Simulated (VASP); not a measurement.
Write the native input for VASP 6.6.1 that does the following.

* Task: relaxation of cell and atoms
* Functional: RPBE
* Potentials or basis: VASP PAW PBE potentials, release 64 (I, Cu)
* Cutoff: 600 eV
* k mesh: 8 × 8 × 8
* Occupations: fermi-dirac, width 0.05 eV
* Spin: no spin polarisation
* Dipole correction: no
* Further INCAR settings: ALGO = Normal; EDIFF = 1e-07; IBRION = 2; EDIFFG = -0.005; NSW = 80; ISIF = 3

The structure of CuI lies in POSCAR:

```
CuI
1.0
    0.0000000000      3.0315000000      3.0315000000
    3.0315000000      0.0000000000      3.0315000000
    3.0315000000      3.0315000000      0.0000000000
I Cu
1 1
Direct
    0.0000000000      0.0000000000      0.0000000000
    0.7500000000      0.7500000000      0.7500000000
```

One way to write it, as run:

INCAR

```
SYSTEM = CuI
PREC     = Accurate       ! precision mode
ENCUT    = 600            ! plane-wave cutoff, eV
EDIFF    = 1E-7           ! SCF threshold, eV
ISMEAR   = -1             ! smearing method
SIGMA    = 0.05           ! smearing width, eV
LREAL    = .False.        ! projectors in reciprocal space
LASPH    = .True.         ! aspherical terms in the spheres
NELM     = 80             ! most SCF steps
ALGO     = Normal         ! electronic algorithm
ISIF     = 3              ! what is computed and relaxed
LWAVE    = .False.        ! write WAVECAR
LCHARG   = .False.        ! write CHGCAR
GGA      = RP             ! functional
IBRION   = 2              ! ionic algorithm
NSW      = 80             ! ionic steps
EDIFFG   = -0.005         ! ionic threshold
```

KPOINTS

```
regular mesh
0
Gamma
  8 8 8
  0 0 0
```

Potentials or basis: VASP PAW PBE potentials, release 64 (I, Cu).

Launch:

```sh
$ cat potpaw_PBE.64/I/POTCAR potpaw_PBE.64/Cu/POTCAR > POTCAR
$ mpirun -np 1 vasp_std > vasp.out
```

It gave:

```json
{"Relaxed volume": "29.75 Å³/atom", "Relaxed cell": "a = 4.382 Å, b = 4.382 Å, c = 4.382 Å, α = 60.00°, β = 60.00°, γ = 60.00°", "Space group after relaxing (to 0.1 Å)": "F-43m (No. 216)", "Energy gained by relaxing": "13.1 meV/atom", "Ionic steps": "3", "Pressure after relaxing": "0.0 GPa", "Band gap on the k mesh": "1.12 eV"}
```

Caveat: the PAW data sets were made with another functional, which shifts forces and pressure a little; spin-orbit coupling is left out, which moves the levels of the heavy elements.

Wall time 2.5 min on 1 thread of Intel Xeon 8259CL (shared host), peak memory 0.22 GiB.
